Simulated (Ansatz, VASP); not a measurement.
## One calculation of PC, two programs

```
P C
1.0
     3.21177    0.00000    0.00000
     0.00000    3.21177    0.00000
     0.00000    0.00000    3.21177
P C
1 1
Cartesian
  0.0000 0.0000 0.0000
  1.6059 1.6059 1.6059
```

Change from the starting cell: species swapped into the ScIr type (Pm-3m, No. 221).

Alike in both runs: task relaxation of cell and atoms; functional PBE; k mesh 6 × 6 × 6; occupations gaussian, width 0.2 eV; no spin polarisation.

|  | VASP | Ansatz |
| --- | --- | --- |
| version | VASP 6.6.1 | Ansatz 0.2.0 |
| potentials or method | VASP PAW PBE potentials, release 64 (P, C), cutoff 600 eV | scalar-relativistic, plane waves, PAW |
| valence electrons in the cell | 9 | 9 |

Ansatz gave:

* gap on the k mesh at the Fermi level, each at its own relaxed structure (eV): none
* relaxed volume (Å³/atom): 9.56
* relaxed cell length with the largest relative difference (Å): 2.674

Task: What did VASP give for the same quantities?

Result: gap on the k mesh at the Fermi level, each at its own relaxed structure (eV): none; relaxed volume (Å³/atom): 9.62; relaxed cell length with the largest relative difference (Å): 2.680.

A gap of «none» marks a metal or a gap that the smearing closes.

Noted on VASP's run: the volume moved by over 15 % at a fixed basis, so the end points are rough; too few bands were computed for a metal, which touches its energy and stress.
